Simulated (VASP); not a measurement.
# AlN (Cm) in VASP: further runs, part 2 of 2

VASP 6.6.1. Earlier steps stand in the parts before.

## Step 3: Single point, PBE (atom 1 (Al) moved by -0.504 Å along [1 1 0] and +0.252 Å along [0 0 1])

The input, INCAR:

```
SYSTEM = AlN
PREC     = Accurate       ! precision mode
ENCUT    = 520            ! plane-wave cutoff, eV
EDIFF    = 1E-6           ! SCF threshold, eV
ISMEAR   = 0              ! smearing method
SIGMA    = 0.05           ! smearing width, eV
LREAL    = .FALSE.        ! projectors in reciprocal space
LASPH    = .TRUE.         ! aspherical terms in the spheres
NELM     = 60             ! most SCF steps
ALGO     = Normal         ! electronic algorithm
ISIF     = 2              ! what is computed and relaxed
LWAVE    = .FALSE.        ! write WAVECAR
LCHARG   = .FALSE.        ! write CHGCAR
GGA      = PE             ! functional
NBANDS   = 26             ! bands
```

The input, KPOINTS:

```
Automatic mesh
0
G
  6 6 6
  0 0 0
```

The input, POSCAR:

```
AlN
1.0
    4.4025164325      0.0000000000      0.0000000000
    0.0000000000     -4.4025164325      0.0000000000
    0.0000000000      0.0000000000     -4.4025164325
Al N
4 4
Direct
   -0.0809495713     -0.0572399908     -0.0809495713
    0.5000000000      0.5000000000      0.0000000000
    0.5000000000      0.0000000000      0.5000000000
    0.0000000000      0.5000000000      0.5000000000
    0.7500000000      0.7500000000      0.7500000000
    0.2500000000      0.2500000000      0.7500000000
    0.2500000000      0.7500000000      0.2500000000
    0.7500000000      0.2500000000      0.2500000000
```

Potentials or basis: VASP PAW PBE potentials, release 64 (Al, N).

Launch:

```bash
cat potpaw_PBE.64/Al/POTCAR potpaw_PBE.64/N/POTCAR > POTCAR
mpirun -np 1 vasp_std > vasp.out
```

OUTCAR:

```text
SYSTEM = AlN
   PREC = Accurate
   ENCUT = 520
   EDIFF = 1E-6
   ISMEAR = 0
   LREAL = .FALSE.
   LASPH = .TRUE.
   NELM = 60
   ISIF = 2
   GGA = PE

 ion  position               nearest neighbor table
   1  0.919  0.943  0.919-   5 1.35   6 2.12   8 2.12   7 2.23   3 2.62   4 2.71   2 2.71   4 3.09
                             2 3.09   3 3.16   3 3.16   4 3.24   2 3.24
   2  0.500  0.500  0.000-   5 1.91   6 1.91   7 1.91   8 1.91   1 2.71   1 3.09   4 3.11   3 3.11
                             4 3.11   3 3.11   3 3.11   3 3.11   4 3.11   4 3.11   1 3.24
   3  0.500  0.000  0.500-   5 1.91   6 1.91   7 1.91   8 1.91   1 2.62   2 3.11   4 3.11   2 3.11
                             2 3.11   4 3.11   2 3.11   4 3.11   4 3.11   1 3.16   1 3.16
[... 915 lines left out ...]
  in kB      184.6329870    264.1824380    184.6329870   -239.4899582    239.4899577   -218.5990760
  external PRESSURE =     211.1494706 kB  Pullay stress =       0.0000000 kB

 VOLUME and BASIS-vectors are now :
 -----------------------------------------------------------------------------
  energy-cutoff  :      520.00
  volume of cell :       85.33
      direct lattice vectors                 reciprocal lattice vectors
     4.402516432  0.000000000  0.000000000     0.227142821  0.000000000  0.000000000
     0.000000000 -4.402516432  0.000000000     0.000000000 -0.227142821  0.000000000
     0.000000000  0.000000000 -4.402516432     0.000000000  0.000000000 -0.227142821

 POSITION                                       TOTAL-FORCE (eV/Angst)
 -----------------------------------------------------------------------------------
      4.04613     -4.15052     -4.04613        19.670623    -20.940955    -19.670623
      2.20126     -2.20126      0.00000        -1.546885      1.123211     -0.999533
      2.20126      0.00000     -2.20126        -1.710643     -0.659436      1.710643
      0.00000     -2.20126     -2.20126         0.999533      1.123211      1.546885
      3.30189     -3.30189     -3.30189       -15.861895     17.879439     15.861895
      1.10063     -1.10063     -3.30189        -0.759520      0.665855      0.212191
      1.10063     -3.30189     -1.10063        -0.579023      0.142820      0.579023
      3.30189     -1.10063     -1.10063        -0.212191      0.665855      0.759520
 -----------------------------------------------------------------------------------
    total drift:                                0.000362     -0.000363     -0.000362

  FREE ENERGIE OF THE ION-ELECTRON SYSTEM (eV)
  ---------------------------------------------------
  free  energy   TOTEN  =       -52.8412307461 eV

  energy  without entropy=      -52.8412307461  energy(sigma->0) =      -52.84123075
```

OSZICAR:

```text
N       E                     dE             d eps       ncg     rms          rms(c)
DAV:   1     0.118175732761E+03    0.11818E+03   -0.14653E+04  3536   0.110E+03
DAV:   2    -0.538138855542E+02   -0.17199E+03   -0.16156E+03  4674   0.230E+02
DAV:   3    -0.640302461805E+02   -0.10216E+02   -0.10159E+02  4724   0.585E+01
DAV:   4    -0.641263506355E+02   -0.96104E-01   -0.96033E-01  4304   0.641E+00
DAV:   5    -0.641276993448E+02   -0.13487E-02   -0.13483E-02  4708   0.761E-01    0.188E+01
DAV:   6    -0.529160249806E+02    0.11212E+02   -0.32561E+01  4476   0.320E+01    0.714E+00
DAV:   7    -0.528900739775E+02    0.25951E-01   -0.17417E+00  4330   0.729E+00    0.418E+00
DAV:   8    -0.528430306635E+02    0.47043E-01   -0.10756E-01  4538   0.237E+00    0.125E+00
DAV:   9    -0.528407163188E+02    0.23143E-02   -0.23570E-02  4774   0.105E+00    0.391E-01
DAV:  10    -0.528411616643E+02   -0.44535E-03   -0.36207E-03  4418   0.418E-01    0.183E-01
DAV:  11    -0.528412260383E+02   -0.64374E-04   -0.57735E-04  4372   0.189E-01    0.812E-02
DAV:  12    -0.528412312396E+02   -0.52014E-05   -0.28578E-04  4214   0.106E-01    0.314E-02
DAV:  13    -0.528412309915E+02    0.24809E-06   -0.27310E-05  4566   0.483E-02    0.571E-03
DAV:  14    -0.528412307461E+02    0.24543E-06   -0.49625E-06  4174   0.160E-02
   1 F= -.52841231E+02 E0= -.52841231E+02  d E =-.744934E-15
```

stdout:

```text
POSCAR found type information on POSCAR AlN
 POSCAR found :  2 types and       8 ions
 scaLAPACK will be used
 LDA part: xc-table for (Slater+PW92), standard interpolation
 POSCAR, INCAR and KPOINTS ok, starting setup
 FFT: planning ... GRIDC
 FFT: planning ... GRID_SOFT
 FFT: planning ... GRID
 WAVECAR not read
 entering main loop
```

Run time: 2 min. Hardware: 1 thread of Intel Xeon Platinum 8375C at 2.90GHz (Ice Lake), shared host; peak memory 0.26 GiB.

Results:

* Free energy: -52.8412 eV
* Pressure: 21.1 GPa
* Largest force: 34.819 eV/Å
* Band gap on the k mesh: 1.76 eV (least direct gap 1.86 eV)

Forces on the atoms (eV/Å):
```
Al   19.671 -20.941 -19.671
Al   -1.547   1.123  -1.000
Al   -1.711  -0.659   1.711
Al    1.000   1.123   1.547
N   -15.862  17.879  15.862
N    -0.760   0.666   0.212
N    -0.579   0.143   0.579
N    -0.212   0.666   0.760
```

Caveat: the cell differs from its parent crystal (atom 1 (Al) moved by -0.504 Å along [1 1 0] and +0.252 Å along [0 0 1]); the stress differs along the axes, from 18 to 26 GPa; forces of over 1 eV/Å act on the atoms, so gaps and moduli don't describe the material at rest.

## Step 4: Single point, PBE (atom 1 (Al) moved by -0.504 Å along [1 1 0] and +0.504 Å along [0 0 1])

The input, INCAR:

```
SYSTEM = AlN
PREC     = Accurate       ! precision mode
ENCUT    = 520            ! plane-wave cutoff, eV
EDIFF    = 1E-6           ! SCF threshold, eV
ISMEAR   = 0              ! smearing method
SIGMA    = 0.05           ! smearing width, eV
LREAL    = .False.        ! projectors in reciprocal space
LASPH    = .True.         ! aspherical terms in the spheres
NELM     = 100            ! most SCF steps
ALGO     = Normal         ! electronic algorithm
ISIF     = 2              ! what is computed and relaxed
LWAVE    = .False.        ! write WAVECAR
LCHARG   = .False.        ! write CHGCAR
GGA      = PE             ! functional
NBANDS   = 26             ! bands
```

The input, KPOINTS:

```
Automatic mesh
0
Gamma
  6 6 6
  0 0 0
```

POSCAR: that of step 3 with these lines changed.

```diff
@@ -8,3 +8,3 @@
 Direct
-   -0.0809495713     -0.0572399908     -0.0809495713
+   -0.0809495713     -0.1144799816     -0.0809495713
     0.5000000000      0.5000000000      0.0000000000
```

Launch:

```bash
cat potpaw_PBE.64/Al/POTCAR potpaw_PBE.64/N/POTCAR > POTCAR
mpirun -np 1 vasp_std > vasp.out
```

Wall time 2.3 min (1 thread of Intel Xeon Platinum 8375C at 2.90GHz (Ice Lake), shared host); peak memory 0.26 GiB.

It converged, with:

```yaml
Free_energy: -45.9893 eV
Pressure: 39.1 GPa
Largest_force: 63.079 eV/Å
Band_gap_on_the_k_mesh: 1.49 eV (least direct gap 1.67 eV)
```

Forces on the atoms (eV/Å):
```
Al   38.224 -32.509 -38.224
Al   -1.801   2.257  -0.895
Al   -1.474  -1.279   1.474
Al    0.895   2.257   1.801
N   -34.214  27.718  34.214
N    -0.547   0.593   0.256
N    -0.827   0.371   0.827
N    -0.256   0.593   0.547
```

Stress tensor (GPa, compression positive):
```
 45.66 -38.19 -46.00
-38.19  26.03  38.19
-46.00  38.19  45.66
```

Levels at points of the mesh, in eV from the valence-band top:
```
           k point  band 14  band 15  band 16  band 17  band 18  band 19
(0.00, 0.00, 0.00)    -0.79    -0.38    -0.18     1.49     1.58     2.24
(0.50, 0.00, 0.00)    -1.74    -1.29    -0.81     3.46     4.19     4.90
(0.00, 0.50, 0.00)    -2.10    -1.17    -0.61     3.83     4.44     4.50
(0.50, 0.50, 0.00)    -1.50    -1.13    -0.27     5.21     5.83     6.24
(0.50, 0.00, 0.50)    -1.85    -0.91    -0.10     4.99     5.79     6.47
(0.50, 0.50, 0.50)    -0.85    -0.24     0.00     4.41     5.89     6.20
```

Caveat: the cell differs from its parent crystal (atom 1 (Al) moved by -0.504 Å along [1 1 0] and +0.504 Å along [0 0 1]); atoms lie so close that the PAW spheres overlap strongly, which falsifies energies and pressures; the stress differs along the axes, from 26 to 46 GPa; forces of over 1 eV/Å act on the atoms, so gaps and moduli don't describe the material at rest. A k mesh can miss the band edges.

## Step 5: Summary

```tsv
cell	gap on the mesh (eV)	pressure (GPa)	largest force (eV/Å)
as given, atomic positions A	0.53	3.5	5.15
as given, atomic positions B	1.76	21.1	34.82
as given, atomic positions C	1.49	39.1	63.08
```

Alike in all rows: task single point; level PBE; potentials or basis VASP PAW PBE potentials, release 64 (Al, N); no spin polarisation; k mesh 6 × 6 × 6; cutoff (eV) 520; smearing gaussian 0.05 eV.

Caveats: forces of over 1 eV/Å act on the atoms, so gaps and moduli don't describe the material at rest; the cell stands under pressure (at least some runs); semilocal functionals underestimate gaps, and a narrow one can read as zero (at least some runs); the stress differs along the axes, from 18 to 26 GPa (at least some runs); atoms lie so close that the PAW spheres overlap strongly, which falsifies energies and pressures (at least some runs); the stress differs along the axes, from 26 to 46 GPa (at least some runs).

Total energies depend on the potentials used, so only differences within one code and one set of settings carry meaning.
